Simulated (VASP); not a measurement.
# C (Fd-3m) in VASP: single point with PBE+D3(BJ)

Aim: the single point of C with PBE+D3(BJ).

Everything below comes from runs of VASP 6.6.1. Logs are shortened: lines on timing, memory, paths and dates and some standing lists are left out, and cuts for length are marked.

**1. The cell of the first run**

The structure is cubic, space group Fd-3m (No. 227). The conventional cell has a = 3.560 Å, b = 3.560 Å, c = 3.560 Å, α = 90.00°, β = 90.00°, γ = 90.00°. C (site symmetry -43m) has 4 C at 1.54 Å within 2.1 Å.

**2. Single point, PBE+D3(BJ)**

File INCAR:

```
PREC = Accurate
ENCUT = 600
EDIFF = 1E-6
ISMEAR = 0
SIGMA = 0.1
LREAL = F
LASPH = T
NELM = 120
ALGO = Normal
ISIF = 2
LWAVE = F
LCHARG = F
GGA = PE
IVDW = 12
NBANDS = 11
GGA_COMPAT = F
```

File KPOINTS:

```
Automatic mesh
0
Gamma
  8 8 8
```

File POSCAR:

```
C
1.0
    0.0000000000      1.7800000000      1.7800000000
    1.7800000000      0.0000000000      1.7800000000
    1.7800000000      1.7800000000      0.0000000000
C
2
Direct
    0.0000000000      0.0000000000      0.0000000000
    0.2500000000      0.2500000000      0.2500000000
```

Potentials or basis: VASP PAW PBE potentials, release 64 (C).

On the command line:

```sh
> cat potpaw_PBE.64/C/POTCAR > POTCAR
> mpirun -np 1 vasp_std > vasp.out
```

OUTCAR:

```text
PREC = Accurate
   ENCUT = 600
   EDIFF = 1E-6
   ISMEAR = 0
   LREAL = F
   LASPH = T
   NELM = 120
   ISIF = 2
   GGA = PE
   IVDW = 12
 IVDW          = 12

 ion  position               nearest neighbor table
   1  0.000  0.000  0.000-   2 1.54   2 1.54   2 1.54   2 1.54
   2  0.250  0.250  0.250-   1 1.54   1 1.54   1 1.54   1 1.54

  LATTYP: Found a face centered cubic cell.
 ALAT       =     3.5600000000

  Lattice vectors:

 A1 = (   0.0000000000,   1.7800000000,   1.7800000000)
 A2 = (   1.7800000000,   0.0000000000,   1.7800000000)
 A3 = (   1.7800000000,   1.7800000000,   0.0000000000)

Analysis of symmetry for initial positions (statically):
=====================================================================
 Subroutine PRICEL returns:
 Original cell was already a primitive cell.

 Routine SETGRP: Setting up the symmetry group for a
 face centered cubic supercell.

 Subroutine GETGRP returns: Found 48 space group operations
 (whereof 24 operations were pure point group operations)
 out of a pool of 48 trial point group operations.

The static configuration has the point symmetry T_d .
 The point group associated with its full space group is O_h .

Analysis of symmetry for dynamics (positions and initial velocities):
=====================================================================
 Subroutine PRICEL returns:
 Original cell was already a primitive cell.

 Routine SETGRP: Setting up the symmetry group for a
 face centered cubic supercell.

 Subroutine GETGRP returns: Found 48 space group operations
 (whereof 24 operations were pure point group operations)
 out of a pool of 48 trial point group operations.

The dynamic configuration has the point symmetry T_d .
 The point group associated with its full space group is O_h .

 Subroutine INISYM returns: Found 48 space group operations
 (whereof 24 operations are pure point group operations),
 and found     1 'primitive' translations

----------------------------------------------------------------------------------------

                                     Primitive cell

  volume of cell :      11.2795

  direct lattice vectors                    reciprocal lattice vectors
     0.000000000  1.780000000  1.780000000    -0.280898876  0.280898876  0.280898876
     1.780000000  0.000000000  1.780000000     0.280898876 -0.280898876  0.280898876
     1.780000000  1.780000000  0.000000000     0.280898876  0.280898876 -0.280898876

  length of vectors
     2.517300141  2.517300141  2.517300141     0.486531126  0.486531126  0.486531126

  position of ions in fractional coordinates (direct lattice)
     0.000000000  0.000000000  0.000000000
     0.250000000  0.250000000  0.250000000

  ion indices of the primitive-cell ions
   primitive index   ion index
                 1           1
                 2           2

----------------------------------------------------------------------------------------

 KPOINTS: Automatic mesh

Automatic generation of k-mesh.
 Grid dimensions read from file:
 generate k-points for:    8    8    8

 Generating k-lattice:

  Cartesian coordinates                     Fractional coordinates (reciprocal lattice)
    -0.035112360  0.035112360  0.035112360     0.125000000  0.000000000  0.000000000
     0.035112360 -0.035112360  0.035112360     0.000000000  0.125000000  0.000000000
     0.035112360  0.035112360 -0.035112360     0.000000000  0.000000000  0.125000000

  Length of vectors
     0.060816391  0.060816391  0.060816391

  Shift w.r.t. Gamma in fractional coordinates (k-lattice)
     0.000000000  0.000000000  0.000000000

 Subroutine IBZKPT returns following result:
 ===========================================

 Found     29 irreducible k-points:

 Following reciprocal coordinates:
            Coordinates               Weight
  0.000000  0.000000  0.000000      1.000000
  0.125000  0.000000  0.000000      8.000000
  0.250000  0.000000  0.000000      8.000000
  0.375000  0.000000  0.000000      8.000000
  0.500000  0.000000  0.000000      4.000000
  0.125000  0.125000  0.000000      6.000000
[... 16 lines left out ...]
  0.500000  0.250000  0.125000     48.000000
 -0.375000  0.250000  0.125000     24.000000
 [... further k-points ...]
   k-points           NKPTS =     29   k-points in BZ     NKDIM =     29   number of bands    NBANDS=     11
   number of dos      NEDOS =    301   number of ions     NIONS =      2
   total plane-waves  NPLWV =   8000
   dimension x,y,z NGX =    20 NGY =   20 NGZ =   20
   dimension x,y,z NGXF=    40 NGYF=   40 NGZF=   40
   ions per type =               2
   NGX,Y,Z   is equivalent  to a cutoff of  13.21, 13.21, 13.21 a.u.
   NGXF,Y,Z  is equivalent  to a cutoff of  26.42, 26.42, 26.42 a.u.
 SYSTEM =  unknown system
   PREC   = accura    normal or accurate (medium, high low for compatibility)
   ISTART =      0    job   : 0-new  1-cont  2-samecut
   ICHARG =      2    charge: 1-file 2-atom 10-const
   ISPIN  =      1    spin polarized calculation?
   LNONCOLLINEAR =      F non collinear calculations
   LSORBIT =      F    spin-orbit coupling
   LASPH  =      T    aspherical Exc in radial PAW
   ENCUT  =  600.0 eV  44.10 Ry    6.64 a.u.   5.03  5.03  5.03*2*pi/ulx,y,z
   NELM   =    120;   NELMIN=  2; NELMDL= -5     # of ELM steps
   EDIFF  = 0.1E-05   stopping-criterion for ELM
   LREAL  =      F    real-space projection
   EDIFFG = 0.1E-04   stopping-criterion for IOM
   NSW    =      0    number of steps for IOM
   IBRION =     -1    ionic relax: 0-MD 1-quasi-New 2-CG
   NFREE  =      0    steps in history (QN), initial steepest desc. (CG)
   ISIF   =      2    stress and relaxation
   ISYM   =      2    0-nonsym 1-usesym 2-fastsym
   POTIM  = 0.5000    time-step for ionic-motion
   TEBEG  =    0.0;   TEEND  =   0.0 temperature during run
   PSTRESS=    0.0 pullay stress
   NELECT =       8.0000    total number of electrons
   NUPDOWN=      -1.0000    fix difference up-down
   EMIN   =  10.00;   EMAX   =-10.00  energy-range for DOS
   EFERMI =   0.00;   METHOD = LEGACY
   ISMEAR =     0;   SIGMA  =   0.10  broadening in eV -4-tet -1-fermi 0-gaus
   EFERMI_NEDOS =   21; number of points for ismear=-14 and -15
   IALGO  =     38    algorithm
   IMIX   =      4    mixing-type and parameters
     AMIX     =   0.40;   BMIX     =  1.00
     AMIX_MAG =   1.60;   BMIX_MAG =  1.00
  volume/ion in A,a.u.               =       5.64        38.06
  Fermi-wavevector in a.u.,A,eV,Ry     =   1.459962  2.758928 29.000661  2.131488
  Thomas-Fermi vector in A             =   2.576467
   LORBIT       =      0    0 simple, 1 ext, 2 COOP (PROOUT), +10 PAW based schemes
   GGA     = PE    functional components
   LHFCALC =     F    Hartree Fock is set to
   AEXX    =    0.0000 exact exchange contribution
   IVDW    =    12    specifies the selected vdW correction
   LEPSILON=     F    determine dielectric tensor
   LRPA    =     F    only Hartree local field effects (RPA)
 non-spin polarized calculation
 Gauss-broadening in eV      SIGMA  =   0.10
  energy-cutoff  :      600.00
  volume of cell :       11.28
 maximum number of plane-waves:       388
   NGX =  9   NGY =  9   NGZ =  9

 number of electron       7.9999999 magnetization

 Free energy of the ion-electron system (eV)
  ---------------------------------------------------
  ext. energy  EPLUGINS =         0.00000000
  ---------------------------------------------------
  free energy    TOTEN  =       -18.18770729 eV

  energy without entropy =      -18.18770729  energy(sigma->0) =      -18.18770729

 E-fermi :  10.2268     XC(G=0): -13.2791

 val. band max:        9.8111802151   @ k =   0.0000   0.0000   0.0000
 cond. band min:      13.9563005134   @ k =   0.3750   0.3750   0.0000
 fundamental gap:      4.1451202984
 Fermi energy:        10.2268382982

 k-point     1 :       0.0000    0.0000    0.0000
  band No.  band energies     occupation
      1     -11.7419      2.00000
      2       9.8112      2.00000
      3       9.8112      2.00000
      4       9.8112      2.00000
      5      15.4170      0.00000
      6      15.4170      0.00000
      7      15.4170      0.00000
      8      23.2728      0.00000
      9      29.1788      0.00000
     10      36.4094      0.00000
     11      36.4094      0.00000

 k-point     2 :       0.1250    0.0000    0.0000
  band No.  band energies     occupation
      1     -11.3082      2.00000
      2       7.3857      2.00000
      3       9.1548      2.00000
      4       9.1548      2.00000
      5      16.2803      0.00000
      6      16.2803      0.00000
      7      16.7157      0.00000
      8      23.6302      0.00000
      9      29.8296      0.00000
     10      33.3396      0.00000
     11      33.3396      0.00000

 k-point     3 :       0.2500    0.0000    0.0000
  band No.  band energies     occupation
      1     -10.0201      2.00000
      2       3.1927      2.00000
      3       8.0558      2.00000
      4       8.0558      2.00000
      5      17.6266      0.00000
      6      17.6266      0.00000
      7      18.0091      0.00000
      8      24.5396      0.00000
      9      30.5977      0.00000
     10      32.2547      0.00000
     11      32.2547      0.00000

 k-point     4 :       0.3750    0.0000    0.0000
  band No.  band energies     occupation
      1      -7.9452      2.00000
      2      -0.9059      2.00000
      3       7.2701      2.00000
      4       7.2701      2.00000
      5      18.2217      0.00000
      6      18.2217      0.00000
      7      18.5792      0.00000
      8      25.3379      0.00000
      9      31.0539      0.00000
     10      33.8777      0.00000
     11      33.8777      0.00000

 k-point     5 :       0.5000    0.0000    0.0000
  band No.  band energies     occupation
      1      -5.9344      2.00000
      2      -3.6253      2.00000
      3       6.9967      2.00000
      4       6.9967      2.00000
      5      18.2938      0.00000
      6      18.2938      0.00000
      7      18.7360      0.00000
      8      25.5600      0.00000
      9      31.7804      0.00000
     10      34.0914      0.00000
     11      35.8260      0.00000
[... 211 lines left out ...]
 k-point    21 :       0.5000    0.5000    0.0000
  band No.  band energies     occupation
      1      -2.9936      2.00000
      2      -2.9936      2.00000
      3       3.4783      2.00000
      4       3.4783      2.00000
      5      14.5819      0.00000
      6      14.5819      0.00000
      7      26.7015      0.00000
      8      26.7015      0.00000
      9      33.1429      0.00000
     10      33.1429      0.00000
     11      42.2679      0.00000

 k-point    22 :       0.3750    0.2500    0.1250
  band No.  band energies     occupation
      1      -8.8900      2.00000
      2       3.2810      2.00000
      3       4.2801      2.00000
      4       6.9101      2.00000
      5      16.4076      0.00000
      6      19.8949      0.00000
      7      21.4383      0.00000
      8      21.6201      0.00000
      9      30.5647      0.00000
     10      31.4729      0.00000
     11      35.5934      0.00000

 k-point    23 :       0.5000    0.2500    0.1250
  band No.  band energies     occupation
      1      -6.8556      2.00000
      2      -0.0725      2.00000
      3       3.5048      2.00000
      4       5.7080      2.00000
      5      17.8044      0.00000
      6      19.4867      0.00000
      7      22.2762      0.00000
      8      23.2131      0.00000
      9      30.0601      0.00000
     10      32.2147      0.00000
     11      36.0432      0.00000

 k-point    24 :      -0.3750    0.2500    0.1250
  band No.  band energies     occupation
      1      -4.9201      2.00000
      2      -2.6081      2.00000
      3       3.4723      2.00000
      4       5.0966      2.00000
      5      18.1292      0.00000
      6      19.3086      0.00000
      7      22.9393      0.00000
      8      24.7453      0.00000
      9      28.1859      0.00000
     10      33.8249      0.00000
     11      36.2250      0.00000

 [... further k-points ...]

------------------------ aborting loop because EDIFF is reached ----------------------------------------

 Edisp (eV)   -0.38477

 E8    (eV) :    -0.1108

  FORCE on cell =-STRESS in cart. coord.  units (eV):
  Direction    XX          YY          ZZ          XY          YZ          ZX
  --------------------------------------------------------------------------------------
  -------------------------------------------------------------------------------------
  Total      -0.07918    -0.07918    -0.07918    -0.00000     0.00000    -0.00000
  in kB     -11.24738   -11.24738   -11.24738    -0.00000     0.00000    -0.00000
  external pressure =      -11.25 kB  Pullay stress =        0.00 kB

 VOLUME and BASIS-vectors are now :
 -----------------------------------------------------------------------------
  energy-cutoff  :      600.00
  volume of cell :       11.28
      direct lattice vectors                 reciprocal lattice vectors
     0.000000000  1.780000000  1.780000000    -0.280898876  0.280898876  0.280898876
     1.780000000  0.000000000  1.780000000     0.280898876 -0.280898876  0.280898876
     1.780000000  1.780000000  0.000000000     0.280898876  0.280898876 -0.280898876

 POSITION                                       TOTAL-FORCE (eV/Angst)
 -----------------------------------------------------------------------------------
      0.00000      0.00000      0.00000         0.000000     -0.000000      0.000000
      0.89000      0.89000      0.89000        -0.000000      0.000000     -0.000000
 -----------------------------------------------------------------------------------
    total drift:                                0.000000      0.000000      0.000000

  FREE ENERGIE OF THE ION-ELECTRON SYSTEM (eV)
  ---------------------------------------------------
  free  energy   TOTEN  =       -18.5724770006 eV

  energy  without entropy=      -18.5724770006  energy(sigma->0) =      -18.57247700
```

Wall time 7.1 s (1 thread of AMD EPYC 7R13, shared host); peak memory 0.1 GiB.

What came out:

| Item | Value |
| --- | --- |
| Free energy | -18.5725 eV |
| Pressure | -1.1 GPa |
| Band gap on the k mesh | 4.15 eV, indirect (least direct gap 5.61 eV) |
| Dispersion energy per atom | -0.192 eV |

A k mesh can miss the band edges. As with any semilocal functional, this PBE gap is likely too small.
